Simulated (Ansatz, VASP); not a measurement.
## One calculation of Si, two programs

```
Si
1.0
     0.12092    2.71946    2.71946
     2.71946    0.12092    2.71946
     2.71946    2.71946    0.12092
Si
2
Direct
  0.00310 0.00310 0.00310
  0.24690 0.24690 0.24690
```

Change from the starting cell: epitaxial_111 strain -4.5%.

Alike in both runs: task single point; functional HSE06; k mesh 6 × 6 × 6; occupations fermi-dirac, width 0.02 eV; no spin polarisation.

|  | VASP | Ansatz |
| --- | --- | --- |
| version | VASP 6.6.1 | Ansatz 0.2.0 |
| potentials or method | VASP PAW PBE potentials, release 64 (Si) | plane waves, PAW |
| plane-wave cutoff (eV) | 520 | 420 |
| valence electrons in the cell | 8 | 8 |

Ansatz gave:

* pressure (GPa): 7.8
* traceless stress, the component that is largest in VASP (GPa): -3.98
* rms of the force components (eV/Å): 0.007

Task: Estimate VASP's values.

Result: Pressure (GPa): 7.4; traceless stress, the component that is largest in VASP (GPa): -4.01; rms of the force components (eV/Å): 0.013.

Atom by atom the forces differ by 0.006 eV/Å (rms over components). Ansatz's warnings: stress exchange threshold loose, stress scf threshold loose.
